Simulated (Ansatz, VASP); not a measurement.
## Two plane-wave programs on Ta2AlF3

```
CELL_PARAMETERS angstrom
6.36960 0.00000 0.00000
-3.18480 5.51623 0.00000
0.00000 0.00000 2.73115
ATOMIC_POSITIONS crystal
Ta 0.33333 0.66667 0.50000
Ta 0.66667 0.33333 0.50000
Al 0.00000 0.00000 0.50000
F 0.33093 0.00000 0.50000
F 0.00000 0.33093 0.50000
F 0.66907 0.66907 0.50000
```

Alike in both runs: task relaxation of cell and atoms; functional PBE; k mesh 3 × 3 × 6; occupations gaussian, width 0.1 eV; no spin polarisation.

```csv
,VASP,Ansatz
version,VASP 6.6.1,Ansatz 0.2.0
potentials or method,"VASP PAW PBE potentials, release 64 (Ta_pv, Al, F), cutoff 600 eV","scalar-relativistic, plane waves, PAW"
valence electrons in the cell,46,50
```

Ansatz gave:

```
gap on the k mesh at the Fermi level, each at its own relaxed structure (eV)  : none
relaxed volume (Å³/atom)                                                      : 15.46
relaxed length of the cell vector where the two differ most in proportion (Å) : 2.577
```

Problem. Estimate VASP's values.

Solution. gap on the k mesh at the Fermi level, each at its own relaxed structure (eV): none; relaxed volume (Å³/atom): 15.46; relaxed length of the cell vector where the two differ most in proportion (Å): 2.574.

A gap of «none» marks a metal or a gap that the smearing closes. VASP's potentials hold 46 valence electrons a cell and Ansatz's 50, so a difference there can come from the potentials and not from the codes.

The k mesh is coarse, so the values compare programs but aren't converged. Neither program's run includes spin-orbit coupling.
